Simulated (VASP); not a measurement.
Runs of VASP 6.6.1 on Be2C. The structure is that of space group Fm-3m (No. 225), or close to it. The cells are those of the table. 

| task | level | cell | k mesh | cutoff (eV) | smearing | grid for exact exchange (PRECFOCK) | share of exact exchange | screening parameter | gap on the mesh (eV) | pressure (GPa) | relaxed volume (Å³/atom) |
| --- | --- | --- | --- | --- | --- | --- | --- | --- | --- | --- | --- |
| relaxation of cell and atoms | r2SCAN | relaxed from a = 3.061 Å, angles 60.0°, 3 atoms | 10 × 10 × 10 | 660 | fermi-dirac 0.02 eV | - | - | - | 1.52 | 0.1 | 6.75 |
| single point | PBE0 | a = 3.055 Å, angles 60.0°, 3 atoms | 8 × 8 × 8 | 520 | gaussian 0.01 eV | Normal | 0.25 | - | (b) | -1.9 | - |
| dielectric tensor | r2SCAN | a = 3.055 Å, angles 60.0°, 3 atoms | 8 × 8 × 8 | 580 | gaussian 0.01 eV | - | - | - | 1.53 | - | - |
| single point | r2SCAN | a = 3.055 Å, angles 60.0°, 3 atoms | 10 × 10 × 10 | 660 | fermi-dirac 0.02 eV | - | - | - | 1.53 | 0.8 | - |
| single point | HSE06 | a = 3.055 Å, angles 60.0°, 3 atoms | 8 × 8 × 8 | 520 | gaussian 0.01 eV | Normal | 0.25 | 0.2079 1/Å | 1.90 | -1.9 | - |
| relaxation of cell and atoms | PBE | relaxed from a = 2.771 Å, angles 60.0°, 3 atoms | 10 × 10 × 10 | 600 | fermi-dirac 0.02 eV | - | - | - | 1.16 | 0.1 | 6.77 |
| single point | PBE | a = 3.061 Å, angles 60.0°, 3 atoms | 10 × 10 × 10 | 600 | fermi-dirac 0.02 eV | - | - | - | 1.16 | 0.3 | - |
| single point | PBE | a = 3.055 Å, angles 60.0°, 3 atoms | 10 × 10 × 10 | 600 | fermi-dirac 0.02 eV | - | - | - | 1.16 | (a) | - |

Alike in all rows: potentials or basis VASP PAW PBE potentials, release 64 (C, Be); no spin polarisation.

Fill in the values left out.

(a) 1.3; (b) 2.60.

Caveats: the PAW data sets were made with another functional, which shifts forces and pressure a little (at least some runs); the volume moved by over 15 % at a fixed basis, so the end points are rough (at least some runs).

A k mesh can miss the band edges.
